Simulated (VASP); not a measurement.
# Cu (Cmcm) in VASP: notebook

The runs below take Cu through single point, with PBE, PBE+U.

All numbers are computed with VASP 6.6.1; they aren't measurements. Logs are shortened: lines on timing, memory, paths and dates and some standing lists are left out, and cuts for length are marked.

**1. The cell of the first run**

The structure is orthorhombic, space group Cmcm (No. 63). Conventional cell: a = 2.481 Å, b = 8.033 Å, c = 2.522 Å, α = 90.00°, β = 90.00°, γ = 90.00°. Cu (site symmetry m2m) has 10 Cu at 2.48 to 2.57 Å within 3.3 Å.

**2. Single point, PBE**

INCAR reads:

```
SYSTEM = Cu
ALGO = Normal ; EDIFF = 1E-6
ENCUT = 520 ; GGA = PE
ISIF = 2 ; ISMEAR = -1
LASPH = .TRUE. ; LCHARG = .TRUE.
LELF = .TRUE. ; LREAL = .FALSE.
LVHAR = .TRUE. ; LWAVE = .FALSE.
NBANDS = 18 ; NELM = 100
PREC = Accurate ; SIGMA = 0.05
```

KPOINTS reads:

```
k-points
0
G
  11 11 11
  0 0 0
```

POSCAR reads:

```
Cu
1.0
    1.2404866529     -4.0165139499      0.0000000000
    1.2404866529      4.0165139499      0.0000000000
    0.0000000000      0.0000000000      2.5217408820
Cu
2
Direct
    0.8659085003      0.1340914997      0.7500000000
    0.1340914997      0.8659085003      0.2500000000
```

Potentials or basis: VASP PAW PBE potentials, release 64 (Cu).

Launch:

```bash
> cat potpaw_PBE.64/Cu/POTCAR > POTCAR
> mpirun -np 1 vasp_std > vasp.out
```

OUTCAR:

```text
SYSTEM = Cu
   EDIFF = 1E-6
   ENCUT = 520
   GGA = PE
   ISIF = 2
   ISMEAR = -1
   LASPH = .TRUE.
   LREAL = .FALSE.
   NELM = 100
   PREC = Accurate

 ion  position               nearest neighbor table
   1  0.866  0.134  0.750-   2 2.50   2 2.50   2 2.57   2 2.57   2 2.57   2 2.57
   2  0.134  0.866  0.250-   1 2.50   1 2.50   1 2.57   1 2.57   1 2.57   1 2.57

  LATTYP: Found a base centered orthorhombic cell.
 ALAT       =     2.4809733058
 B/A-ratio  =     3.2378534187
 C/A-ratio  =     1.0164320898

  Lattice vectors:

 A1 = (   1.2404866529,  -4.0165139499,   0.0000000000)
 A2 = (   1.2404866529,   4.0165139499,   0.0000000000)
 A3 = (   0.0000000000,   0.0000000000,   2.5217408820)

Analysis of symmetry for initial positions (statically):
=====================================================================
 Subroutine PRICEL returns:
 Original cell was already a primitive cell.

 Routine SETGRP: Setting up the symmetry group for a
 base centered orthorhombic supercell.

 Subroutine GETGRP returns: Found  8 space group operations
 (whereof  4 operations were pure point group operations)
 out of a pool of  8 trial point group operations.

The static configuration has the point symmetry C_2h.
 The point group associated with its full space group is D_2h.

Analysis of symmetry for dynamics (positions and initial velocities):
=====================================================================
 Subroutine PRICEL returns:
 Original cell was already a primitive cell.

 Routine SETGRP: Setting up the symmetry group for a
 base centered orthorhombic supercell.

 Subroutine GETGRP returns: Found  8 space group operations
 (whereof  4 operations were pure point group operations)
 out of a pool of  8 trial point group operations.

The dynamic configuration has the point symmetry C_2h.
 The point group associated with its full space group is D_2h.

 Subroutine INISYM returns: Found  8 space group operations
 (whereof  4 operations are pure point group operations),
 and found     1 'primitive' translations

----------------------------------------------------------------------------------------

                                     Primitive cell

  volume of cell :      25.1288

  direct lattice vectors                    reciprocal lattice vectors
     1.240486653 -4.016513950  0.000000000     0.403067618 -0.124486061  0.000000000
     1.240486653  4.016513950  0.000000000     0.403067618  0.124486061  0.000000000
     0.000000000  0.000000000  2.521740882     0.000000000  0.000000000  0.396551449

  length of vectors
     4.203711627  4.203711627  2.521740882     0.421853391  0.421853391  0.396551449

  position of ions in fractional coordinates (direct lattice)
     0.865908500  0.134091500  0.750000000
     0.134091500  0.865908500  0.250000000

  ion indices of the primitive-cell ions
   primitive index   ion index
                 1           1
                 2           2

----------------------------------------------------------------------------------------

 KPOINTS: k-points

Automatic generation of k-mesh.
 Grid dimensions read from file:
 generate k-points for:   11   11   11

 Generating k-lattice:

  Cartesian coordinates                     Fractional coordinates (reciprocal lattice)
     0.036642511 -0.011316915  0.000000000     0.090909091  0.000000000  0.000000000
     0.036642511  0.011316915  0.000000000     0.000000000  0.090909091  0.000000000
     0.000000000  0.000000000  0.036050132     0.000000000  0.000000000  0.090909091

  Length of vectors
     0.038350308  0.038350308  0.036050132

  Shift w.r.t. Gamma in fractional coordinates (k-lattice)
     0.000000000  0.000000000  0.000000000

 Subroutine IBZKPT returns following result:
 ===========================================

 Found    216 irreducible k-points:

 Following reciprocal coordinates:
            Coordinates               Weight
  0.000000  0.000000  0.000000      1.000000
  0.090909 -0.000000  0.000000      4.000000
  0.181818 -0.000000  0.000000      4.000000
  0.272727 -0.000000  0.000000      4.000000
  0.363636 -0.000000  0.000000      4.000000
  0.454545 -0.000000  0.000000      4.000000
[... 16 lines left out ...]
 -0.272727  0.181818  0.000000      4.000000
 -0.181818  0.181818  0.000000      2.000000
 [... further k-points ...]
   k-points           NKPTS =    216   k-points in BZ     NKDIM =    216   number of bands    NBANDS=     18
   number of dos      NEDOS =    301   number of ions     NIONS =      2
   total plane-waves  NPLWV =  20480
   dimension x,y,z NGX =    32 NGY =   32 NGZ =   20
   dimension x,y,z NGXF=    64 NGYF=   64 NGZF=   40
   ions per type =               2
   NGX,Y,Z   is equivalent  to a cutoff of  12.66, 12.66, 13.19 a.u.
   NGXF,Y,Z  is equivalent  to a cutoff of  25.31, 25.31, 26.37 a.u.
 SYSTEM =  Cu
   PREC   = accura    normal or accurate (medium, high low for compatibility)
   ISTART =      0    job   : 0-new  1-cont  2-samecut
   ICHARG =      2    charge: 1-file 2-atom 10-const
   ISPIN  =      1    spin polarized calculation?
   LNONCOLLINEAR =      F non collinear calculations
   LSORBIT =      F    spin-orbit coupling
   LASPH  =      T    aspherical Exc in radial PAW
   ENCUT  =  520.0 eV  38.22 Ry    6.18 a.u.   7.82  7.82  4.69*2*pi/ulx,y,z
   NELM   =    100;   NELMIN=  2; NELMDL= -5     # of ELM steps
   EDIFF  = 0.1E-05   stopping-criterion for ELM
   LREAL  =      F    real-space projection
   EDIFFG = 0.1E-04   stopping-criterion for IOM
   NSW    =      0    number of steps for IOM
   IBRION =     -1    ionic relax: 0-MD 1-quasi-New 2-CG
   NFREE  =      0    steps in history (QN), initial steepest desc. (CG)
   ISIF   =      2    stress and relaxation
   ISYM   =      2    0-nonsym 1-usesym 2-fastsym
   POTIM  = 0.5000    time-step for ionic-motion
   TEBEG  =    0.0;   TEEND  =   0.0 temperature during run
   PSTRESS=    0.0 pullay stress
   NELECT =      22.0000    total number of electrons
   NUPDOWN=      -1.0000    fix difference up-down
   EMIN   =  10.00;   EMAX   =-10.00  energy-range for DOS
   EFERMI =   0.00;   METHOD = LEGACY
   ISMEAR =    -1;   SIGMA  =   0.05  broadening in eV -4-tet -1-fermi 0-gaus
   EFERMI_NEDOS =   21; number of points for ismear=-14 and -15
   IALGO  =     38    algorithm
   IMIX   =      4    mixing-type and parameters
     AMIX     =   0.40;   BMIX     =  1.00
     AMIX_MAG =   1.60;   BMIX_MAG =  1.00
  volume/ion in A,a.u.               =      12.56        84.79
  Fermi-wavevector in a.u.,A,eV,Ry     =   1.566120  2.959538 33.371455  2.452733
  Thomas-Fermi vector in A             =   2.668495
   LORBIT       =      0    0 simple, 1 ext, 2 COOP (PROOUT), +10 PAW based schemes
   GGA     = PE    functional components
   LHFCALC =     F    Hartree Fock is set to
   AEXX    =    0.0000 exact exchange contribution
   IVDW    =     0    specifies the selected vdW correction
   LEPSILON=     F    determine dielectric tensor
   LRPA    =     F    only Hartree local field effects (RPA)
 non-spin polarized calculation
  energy-cutoff  :      520.00
  volume of cell :       25.13
 maximum number of plane-waves:       697
   NGX = 15   NGY = 15   NGZ =  9

 number of electron      22.0000000 magnetization

 Free energy of the ion-electron system (eV)
  ---------------------------------------------------
  ext. energy  EPLUGINS =         0.00000000
  ---------------------------------------------------
  free energy    TOTEN  =        -7.18206209 eV

  energy without entropy =       -7.17750353  energy(sigma->0) =       -7.17978281

 E-fermi :   6.8684     XC(G=0): -12.3336

 val. band max:        6.8660066526   @ k =  -0.3636   0.3636   0.4545
 cond. band min:       6.8691688435   @ k =  -0.3636   0.3636   0.3636
 fundamental gap:      0.0031621908
 Fermi energy:         6.8684220154

 k-point     1 :       0.0000    0.0000    0.0000
  band No.  band energies     occupation
      1      -2.0573      2.00000
      2       2.1481      2.00000
      3       2.8617      2.00000
      4       3.3198      2.00000
      5       3.9329      2.00000
      6       4.2285      2.00000
[... 10 lines left out ...]
     17      25.7740      0.00000
     18      27.7730      0.00000

 k-point     2 :       0.0909   -0.0000    0.0000
  band No.  band energies     occupation
      1      -1.8278      2.00000
      2       2.2308      2.00000
      3       2.9440      2.00000
      4       3.3954      2.00000
      5       3.9579      2.00000
      6       4.2168      2.00000
[... 10 lines left out ...]
     17      26.3371      0.00000
     18      29.7292      0.00000

 k-point     3 :       0.1818   -0.0000    0.0000
  band No.  band energies     occupation
      1      -1.1579      2.00000
      2       2.4304      2.00000
      3       3.1584      2.00000
      4       3.5729      2.00000
      5       3.9489      2.00000
      6       4.0229      2.00000
[... 10 lines left out ...]
     17      26.6663      0.00000
     18      30.1859      0.00000

 k-point     4 :       0.2727   -0.0000    0.0000
  band No.  band energies     occupation
      1      -0.1212      2.00000
      2       2.6230      2.00000
      3       3.3386      2.00000
      4       3.3994      2.00000
      5       4.0013      2.00000
      6       4.0977      2.00000
[... 10 lines left out ...]
     17      27.1002      0.00000
     18      29.6410      0.00000

 k-point     5 :       0.3636   -0.0000    0.0000
  band No.  band energies     occupation
      1       1.0692      2.00000
      2       2.6216      2.00000
      3       3.2167      2.00000
      4       3.6159      2.00000
      5       4.0115      2.00000
      6       4.1434      2.00000
[... 10 lines left out ...]
     17      25.9984      0.00000
     18      27.8164      0.00000

 k-point     6 :       0.4545   -0.0000    0.0000
  band No.  band energies     occupation
      1       1.8987      2.00000
      2       2.4917      2.00000
      3       3.2849      2.00000
      4       3.8803      2.00000
      5       4.0597      2.00000
      6       4.1601      2.00000
[... 10 lines left out ...]
     17      27.5921      0.00000
     18      28.4262      0.00000

 k-point     7 :       0.0909    0.0909    0.0000
  band No.  band energies     occupation
      1      -1.2351      2.00000
      2       2.4399      2.00000
      3       3.2018      2.00000
      4       3.5314      2.00000
      5       4.0003      2.00000
      6       4.0231      2.00000
[... 10 lines left out ...]
     17      26.6303      0.00000
     18      30.5098      0.00000

 k-point     8 :       0.1818    0.0909    0.0000
  band No.  band energies     occupation
      1      -0.2611      2.00000
      2       2.6618      2.00000
      3       3.3301      2.00000
      4       3.4394      2.00000
      5       4.0189      2.00000
      6       4.0603      2.00000
[... 10 lines left out ...]
     17      27.0339      0.00000
     18      31.1096      0.00000
[... 229 lines left out ...]
     17      28.0893      0.00000
     18      28.4677      0.00000

 k-point    20 :       0.4545    0.1818    0.0000
  band No.  band energies     occupation
      1       1.5900      2.00000
      2       2.3322      2.00000
      3       3.4239      2.00000
      4       3.6410      2.00000
      5       3.8387      2.00000
      6       4.2064      2.00000
[... 10 lines left out ...]
     17      26.6755      0.00000
     18      27.6760      0.00000

 k-point    21 :      -0.4545    0.1818    0.0000
  band No.  band energies     occupation
      1       0.5355      2.00000
      2       2.3320      2.00000
      3       3.2720      2.00000
      4       3.4241      2.00000
      5       3.8602      2.00000
      6       4.2503      2.00000
[... 10 lines left out ...]
     17      25.8234      0.00000
     18      27.5707      0.00000

 k-point    22 :      -0.3636    0.1818    0.0000
  band No.  band energies     occupation
      1      -0.5580      2.00000
      2       2.2200      2.00000
      3       2.9983      2.00000
      4       3.6095      2.00000
      5       3.7045      2.00000
      6       4.1903      2.00000
[... 10 lines left out ...]
     17      26.9463      0.00000
     18      27.9031      0.00000

 k-point    23 :      -0.2727    0.1818    0.0000
  band No.  band energies     occupation
      1      -1.3559      2.00000
      2       2.0687      2.00000
      3       2.8384      2.00000
      4       3.4603      2.00000
      5       3.9748      2.00000
      6       4.1047      2.00000
[... 10 lines left out ...]
     17      26.5784      0.00000
     18      28.3372      0.00000

 k-point    24 :      -0.1818    0.1818    0.0000
  band No.  band energies     occupation
      1      -1.7378      2.00000
      2       2.0483      2.00000
      3       2.7929      2.00000
      4       3.3667      2.00000
      5       4.0355      2.00000
      6       4.1138      2.00000
[... 10 lines left out ...]
     17      27.4794      0.00000
     18      27.5054      0.00000

 [... further k-points ...]

------------------------ aborting loop because EDIFF is reached ----------------------------------------

  FORCE on cell =-STRESS in cart. coord.  units (eV):
  Direction    XX          YY          ZZ          XY          YZ          ZX
  --------------------------------------------------------------------------------------
  -------------------------------------------------------------------------------------
  Total        0.0562900      0.0814368      0.0785014      0.0000000      0.0000000      0.0000000
  in kB        3.5889685      5.1922979      5.0051422      0.0000000      0.0000000      0.0000000
  external PRESSURE =       4.5954695 kB  Pullay stress =       0.0000000 kB

 VOLUME and BASIS-vectors are now :
 -----------------------------------------------------------------------------
  energy-cutoff  :      520.00
  volume of cell :       25.13
      direct lattice vectors                 reciprocal lattice vectors
     1.240486653 -4.016513950  0.000000000     0.403067618 -0.124486061  0.000000000
     1.240486653  4.016513950  0.000000000     0.403067618  0.124486061  0.000000000
     0.000000000  0.000000000  2.521740882     0.000000000  0.000000000  0.396551449

 POSITION                                       TOTAL-FORCE (eV/Angst)
 -----------------------------------------------------------------------------------
      1.24049     -2.93935      1.89131         0.000000     -0.003389     -0.000000
      1.24049      2.93935      0.63044         0.000000      0.003389      0.000000
 -----------------------------------------------------------------------------------
    total drift:                                0.000000     -0.000000     -0.000000

  FREE ENERGIE OF THE ION-ELECTRON SYSTEM (eV)
  ---------------------------------------------------
  free  energy   TOTEN  =        -7.1820620858 eV

  energy  without entropy=       -7.1775035308  energy(sigma->0) =       -7.17978281
```

Run time: 46 s. Hardware: 1 thread of Intel Xeon Platinum 8488C (Sapphire Rapids), shared host; peak memory 0.21 GiB.

Results:

| Quantity | Value |
| --- | --- |
| Free energy | -7.1821 eV |
| Pressure | 0.5 GPa |
| Largest force | 0.003 eV/Å |
| Band gap on the k mesh | zero (bands 11 and 12 overlap by 5.31 eV) |

Forces in eV/Å, atoms in the order of the input:
```
Cu   0.000 -0.003  0.000
Cu   0.000  0.003  0.000
```

(Part 1 of 2 ends here.)
